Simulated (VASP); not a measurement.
# Mo (P6_3/mmc) in VASP: notebook

Mo is run at these levels: PBE, PBE+D3(BJ); tasks: single point, relaxation of shape and atoms at fixed volume.

Program: VASP 6.6.1. These are calculated values, not measurements. Logs are shortened: lines on timing, memory, paths and dates and some standing lists are left out, and cuts for length are marked.

## (1) The cell of the first run

The structure is hexagonal, space group P6_3/mmc (No. 194). The conventional cell has a = 2.758 Å, b = 2.758 Å, c = 4.892 Å, α = 90.00°, β = 90.00°, γ = 120.00°. Mo (site symmetry -6m2) has 12 Mo at 2.76 to 2.92 Å within 3.6 Å.

This isn't the form of Mo at room conditions, which is bcc.

## (2) Single point, PBE

The input, INCAR:

```
SYSTEM = Mo
PREC     = Accurate       ! precision mode
ENCUT    = 520            ! plane-wave cutoff, eV
EDIFF    = 1E-7           ! SCF threshold, eV
ISMEAR   = -1             ! smearing method
SIGMA    = 0.08           ! smearing width, eV
LREAL    = .False.        ! projectors in reciprocal space
LASPH    = .True.         ! aspherical terms in the spheres
NELM     = 60             ! most SCF steps
ALGO     = Normal         ! electronic algorithm
ISIF     = 2              ! what is computed and relaxed
LWAVE    = .False.        ! write WAVECAR
LCHARG   = .True.         ! write CHGCAR
GGA      = PE             ! functional
LELF     = .True.         ! ELF
LVHAR    = .True.       
NBANDS   = 21             ! bands
```

The input, KPOINTS:

```
Automatic mesh
0
Gamma
  15 15 8
  0 0 0
```

The input, POSCAR:

```
Mo
1.0
    2.7580637392      0.0000000000      0.0000000000
   -1.3790318696      2.3885532634      0.0000000000
    0.0000000000      0.0000000000      4.8918777128
Mo
2
Direct
    0.3333333333      0.6666666667      0.2500000000
    0.6666666667      0.3333333333      0.7500000000
```

Potentials or basis: VASP PAW PBE potentials, release 64 (Mo_sv).

Launch:

```console
$ cat potpaw_PBE.64/Mo_sv/POTCAR > POTCAR
$ mpirun -np 1 vasp_std > vasp.out
```

OUTCAR:

```text
SYSTEM = Mo
   PREC = Accurate
   ENCUT = 520
   EDIFF = 1E-7
   ISMEAR = -1
   LREAL = .False.
   LASPH = .True.
   NELM = 60
   ISIF = 2
   GGA = PE

 ion  position               nearest neighbor table
   1  0.333  0.667  0.250-   2 2.92   2 2.92   2 2.92   2 2.92   2 2.92   2 2.92
   2  0.667  0.333  0.750-   1 2.92   1 2.92   1 2.92   1 2.92   1 2.92   1 2.92

  LATTYP: Found a hexagonal cell.
 ALAT       =     2.7580637392
 C/A-ratio  =     1.7736637639

  Lattice vectors:

 A1 = (   2.7580637392,   0.0000000000,   0.0000000000)
 A2 = (  -1.3790318696,   2.3885532634,   0.0000000000)
 A3 = (   0.0000000000,   0.0000000000,   4.8918777128)

Analysis of symmetry for initial positions (statically):
=====================================================================
 Subroutine PRICEL returns:
 Original cell was already a primitive cell.

 Routine SETGRP: Setting up the symmetry group for a
 hexagonal supercell.

 Subroutine GETGRP returns: Found 24 space group operations
 (whereof 12 operations were pure point group operations)
 out of a pool of 24 trial point group operations.

The static configuration has the point symmetry D_3d.
 The point group associated with its full space group is D_6h.

Analysis of symmetry for dynamics (positions and initial velocities):
=====================================================================
 Subroutine PRICEL returns:
 Original cell was already a primitive cell.

 Routine SETGRP: Setting up the symmetry group for a
 hexagonal supercell.

 Subroutine GETGRP returns: Found 24 space group operations
 (whereof 12 operations were pure point group operations)
 out of a pool of 24 trial point group operations.

The dynamic configuration has the point symmetry D_3d.
 The point group associated with its full space group is D_6h.

 Subroutine INISYM returns: Found 24 space group operations
 (whereof 12 operations are pure point group operations),
 and found     1 'primitive' translations

----------------------------------------------------------------------------------------

                                     Primitive cell

  volume of cell :      32.2266

  direct lattice vectors                    reciprocal lattice vectors
     2.758063739  0.000000000  0.000000000     0.362573202  0.209331736  0.000000000
    -1.379031870  2.388553263  0.000000000     0.000000000  0.418663471  0.000000000
     0.000000000  0.000000000  4.891877713     0.000000000  0.000000000  0.204420482

  length of vectors
     2.758063739  2.758063739  4.891877713     0.418663471  0.418663471  0.204420482

  position of ions in fractional coordinates (direct lattice)
     0.333333333  0.666666667  0.250000000
     0.666666667  0.333333333  0.750000000

  ion indices of the primitive-cell ions
   primitive index   ion index
                 1           1
                 2           2

----------------------------------------------------------------------------------------

 KPOINTS: Automatic mesh

Automatic generation of k-mesh.
 Grid dimensions read from file:
 generate k-points for:   15   15    8

 Generating k-lattice:

  Cartesian coordinates                     Fractional coordinates (reciprocal lattice)
     0.024171547  0.013955449  0.000000000     0.066666667  0.000000000  0.000000000
     0.000000000  0.027910898  0.000000000     0.000000000  0.066666667  0.000000000
     0.000000000  0.000000000  0.025552560     0.000000000  0.000000000  0.125000000

  Length of vectors
     0.027910898  0.027910898  0.025552560

  Shift w.r.t. Gamma in fractional coordinates (k-lattice)
     0.000000000  0.000000000  0.000000000

 Subroutine IBZKPT returns following result:
 ===========================================

 Found    135 irreducible k-points:

 Following reciprocal coordinates:
            Coordinates               Weight
  0.000000  0.000000  0.000000      1.000000
  0.066667  0.000000  0.000000      6.000000
  0.133333 -0.000000  0.000000      6.000000
  0.200000 -0.000000  0.000000      6.000000
  0.266667 -0.000000  0.000000      6.000000
  0.333333 -0.000000  0.000000      6.000000
[... 16 lines left out ...]
  0.333333  0.200000  0.000000     12.000000
  0.400000  0.200000  0.000000      6.000000
 [... further k-points ...]
   k-points           NKPTS =    135   k-points in BZ     NKDIM =    135   number of bands    NBANDS=     21
   number of dos      NEDOS =    301   number of ions     NIONS =      2
   total plane-waves  NPLWV =  20736
   dimension x,y,z NGX =    24 NGY =   24 NGZ =   36
   dimension x,y,z NGXF=    48 NGYF=   48 NGZF=   72
   ions per type =               2
   NGX,Y,Z   is equivalent  to a cutoff of  14.47, 14.47, 12.23 a.u.
   NGXF,Y,Z  is equivalent  to a cutoff of  28.93, 28.93, 24.47 a.u.
 SYSTEM =  Mo
   PREC   = accura    normal or accurate (medium, high low for compatibility)
   ISTART =      0    job   : 0-new  1-cont  2-samecut
   ICHARG =      2    charge: 1-file 2-atom 10-const
   ISPIN  =      1    spin polarized calculation?
   LNONCOLLINEAR =      F non collinear calculations
   LSORBIT =      F    spin-orbit coupling
   LASPH  =      T    aspherical Exc in radial PAW
   ENCUT  =  520.0 eV  38.22 Ry    6.18 a.u.   5.13  5.13  9.10*2*pi/ulx,y,z
   NELM   =     60;   NELMIN=  2; NELMDL= -5     # of ELM steps
   EDIFF  = 0.1E-06   stopping-criterion for ELM
   LREAL  =      F    real-space projection
   EDIFFG = 0.1E-05   stopping-criterion for IOM
   NSW    =      0    number of steps for IOM
   IBRION =     -1    ionic relax: 0-MD 1-quasi-New 2-CG
   NFREE  =      0    steps in history (QN), initial steepest desc. (CG)
   ISIF   =      2    stress and relaxation
   ISYM   =      2    0-nonsym 1-usesym 2-fastsym
   POTIM  = 0.5000    time-step for ionic-motion
   TEBEG  =    0.0;   TEEND  =   0.0 temperature during run
   PSTRESS=    0.0 pullay stress
   NELECT =      28.0000    total number of electrons
   NUPDOWN=      -1.0000    fix difference up-down
   EMIN   =  10.00;   EMAX   =-10.00  energy-range for DOS
   EFERMI =   0.00;   METHOD = LEGACY
   ISMEAR =    -1;   SIGMA  =   0.08  broadening in eV -4-tet -1-fermi 0-gaus
   EFERMI_NEDOS =   21; number of points for ismear=-14 and -15
   IALGO  =     38    algorithm
   IMIX   =      4    mixing-type and parameters
     AMIX     =   0.40;   BMIX     =  1.00
     AMIX_MAG =   1.60;   BMIX_MAG =  1.00
  volume/ion in A,a.u.               =      16.11       108.74
  Fermi-wavevector in a.u.,A,eV,Ry     =   1.562149  2.952034 33.202444  2.440311
  Thomas-Fermi vector in A             =   2.665110
   LORBIT       =      0    0 simple, 1 ext, 2 COOP (PROOUT), +10 PAW based schemes
   GGA     = PE    functional components
   LHFCALC =     F    Hartree Fock is set to
   AEXX    =    0.0000 exact exchange contribution
   IVDW    =     0    specifies the selected vdW correction
   LEPSILON=     F    determine dielectric tensor
   LRPA    =     F    only Hartree local field effects (RPA)
 non-spin polarized calculation
  energy-cutoff  :      520.00
  volume of cell :       32.23
 maximum number of plane-waves:       882
 NGX is ok and might be reduce to    24
   NGX = 11   NGY = 11   NGZ = 19

 number of electron      27.9999995 magnetization

 Free energy of the ion-electron system (eV)
  ---------------------------------------------------
  ext. energy  EPLUGINS =         0.00000000
  ---------------------------------------------------
  free energy    TOTEN  =       -21.02734479 eV

  energy without entropy =      -20.97355912  energy(sigma->0) =      -21.00045196

 E-fermi :  11.8060     XC(G=0): -13.1968

 val. band max:       11.8003380467   @ k =   0.0667   0.0000   0.1250
 cond. band min:      11.8197791601   @ k =   0.2667   0.2667   0.2500
 fundamental gap:      0.0194411134
 Fermi energy:        11.8059603876

 k-point     1 :       0.0000    0.0000    0.0000
  band No.  band energies     occupation
      1     -49.0366      2.00000
      2     -48.8805      2.00000
      3     -23.5973      2.00000
      4     -22.5515      2.00000
      5     -22.3901      2.00000
      6     -22.3901      2.00000
[... 13 lines left out ...]
     20      15.1686      0.00000
     21      21.4449      0.00000

 k-point     2 :       0.0667    0.0000    0.0000
  band No.  band energies     occupation
      1     -49.0266      2.00000
      2     -48.8735      2.00000
      3     -23.5793      2.00000
      4     -22.5537      2.00000
      5     -22.4466      2.00000
      6     -22.4056      2.00000
[... 13 lines left out ...]
     20      15.7915      0.00000
     21      21.4175      0.00000

 k-point     3 :       0.1333   -0.0000    0.0000
  band No.  band energies     occupation
      1     -48.9982      2.00000
      2     -48.8538      2.00000
      3     -23.5271      2.00000
      4     -22.6055      2.00000
      5     -22.5610      2.00000
      6     -22.5016      2.00000
[... 13 lines left out ...]
     20      17.0121      0.00000
     21      21.3186      0.00000

 k-point     4 :       0.2000   -0.0000    0.0000
  band No.  band energies     occupation
      1     -48.9555      2.00000
      2     -48.8252      2.00000
      3     -23.4461      2.00000
      4     -22.8371      2.00000
      5     -22.7292      2.00000
      6     -22.5756      2.00000
[... 13 lines left out ...]
     20      18.3681      0.00000
     21      21.1411      0.00000

 k-point     5 :       0.2667   -0.0000    0.0000
  band No.  band energies     occupation
      1     -48.9050      2.00000
      2     -48.7932      2.00000
      3     -23.3448      2.00000
      4     -23.0992      2.00000
      5     -22.9819      2.00000
      6     -22.6000      2.00000
[... 13 lines left out ...]
     20      19.7104      0.00000
     21      20.9381      0.00000
[... 382 lines left out ...]
     20      21.3229      0.00000
     21      21.7373      0.00000

 k-point    22 :       0.2667    0.2000    0.0000
  band No.  band energies     occupation
      1     -48.8016      2.00000
      2     -48.7388      2.00000
      3     -23.3839      2.00000
      4     -23.3107      2.00000
      5     -23.1071      2.00000
      6     -22.8568      2.00000
[... 13 lines left out ...]
     20      22.0159      0.00000
     21      22.9680      0.00000

 k-point    23 :       0.3333    0.2000    0.0000
  band No.  band energies     occupation
      1     -48.7711      2.00000
      2     -48.7291      2.00000
      3     -23.4763      2.00000
      4     -23.3547      2.00000
      5     -23.0189      2.00000
      6     -22.9515      2.00000
[... 13 lines left out ...]
     20      21.1681      0.00000
     21      22.6543      0.00000

 k-point    24 :       0.4000    0.2000    0.0000
  band No.  band energies     occupation
      1     -48.7587      2.00000
      2     -48.7272      2.00000
      3     -23.5084      2.00000
      4     -23.3672      2.00000
      5     -22.9885      2.00000
      6     -22.9770      2.00000
[... 13 lines left out ...]
     20      20.4411      0.00000
     21      22.2213      0.00000

 [... further k-points ...]
[... 5 lines left out ...]
  --------------------------------------------------------------------------------------
  -------------------------------------------------------------------------------------
  Total        0.1003845      0.1003845      0.0751048     -0.0000000      0.0000000      0.0000000
  in kB        4.9907132      4.9907132      3.7339054     -0.0000000      0.0000000      0.0000000
  external PRESSURE =       4.5717772 kB  Pullay stress =       0.0000000 kB

 VOLUME and BASIS-vectors are now :
 -----------------------------------------------------------------------------
  energy-cutoff  :      520.00
  volume of cell :       32.23
      direct lattice vectors                 reciprocal lattice vectors
     2.758063739  0.000000000  0.000000000     0.362573202  0.209331736  0.000000000
    -1.379031870  2.388553263  0.000000000     0.000000000  0.418663471  0.000000000
     0.000000000  0.000000000  4.891877713     0.000000000  0.000000000  0.204420482

 POSITION                                       TOTAL-FORCE (eV/Angst)
 -----------------------------------------------------------------------------------
     -0.00000      1.59237      1.22297        -0.000000      0.000000      0.000000
      1.37903      0.79618      3.66891         0.000000     -0.000000      0.000000
 -----------------------------------------------------------------------------------
    total drift:                               -0.000000      0.000000     -0.000000

  FREE ENERGIE OF THE ION-ELECTRON SYSTEM (eV)
  ---------------------------------------------------
  free  energy   TOTEN  =       -21.0273447947 eV

  energy  without entropy=      -20.9735591214  energy(sigma->0) =      -21.00045196
```

It took 1.8 min on 1 thread of Intel Xeon 8259CL, shared host; peak memory 0.21 GiB.

Results:

```yaml
Free_energy: -21.0273 eV
Pressure: 0.5 GPa
Band_gap_on_the_k_mesh: zero (bands 14 and 15 overlap by 1.85 eV)
```

Levels at points of the mesh, in eV from the Fermi level:
```tsv
k point	band 10	band 11	band 12	band 13	band 14	band 15	band 16	band 17	band 18	band 19
(0.00, 0.00, 0.00)	-4.70	-1.68	-0.63	-0.63	-0.13	-0.13	0.62	1.45	1.45	3.36
(0.00, 0.00, 0.50)	-5.13	-1.86	-1.86	-0.60	-0.60	-0.60	-0.60	2.71	2.71	2.71
```

(Part 1 of 2 ends here.)
